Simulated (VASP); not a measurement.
A run of VASP 6.6.1:

File INCAR:

```
PREC = Accurate
ENCUT = 520
EDIFF = 1E-7
ISMEAR = -1
SIGMA = 0.05
LREAL = False
LASPH = True
NELM = 60
ALGO = Normal
ISIF = 2
LWAVE = False
LCHARG = False
GGA = PS
NBANDS = 21
```

Contents of KPOINTS:

```
regular mesh
0
Gamma
  7 7 7
```

POSCAR

```
Pb
1.0
    0.0000000000      3.5064485529      3.5064485529
    3.5064485529      0.0000000000      3.5064485529
    3.5064485529      3.5064485529      0.0000000000
Pb
2
Direct
    0.2500000000      0.2500000000      0.2500000000
    0.0000000000      0.0000000000      0.0000000000
```

Potentials or basis: VASP PAW PBE potentials, release 64 (Pb_d).

Run with:

```bash
$ cat potpaw_PBE.64/Pb_d/POTCAR > POTCAR
$ mpirun -np 1 vasp_std > vasp.out
```

Hardware: 1 thread of Intel(R) Xeon(R) 6975P-C (Granite Rapids) (shared host).

Task: How long does it take, and how much memory?

Result: It took 17 s on 1 thread of Intel(R) Xeon(R) 6975P-C (Granite Rapids), with other jobs on the host, peak memory 0.24 GiB. Counts: scf iterations 12, k points 20.
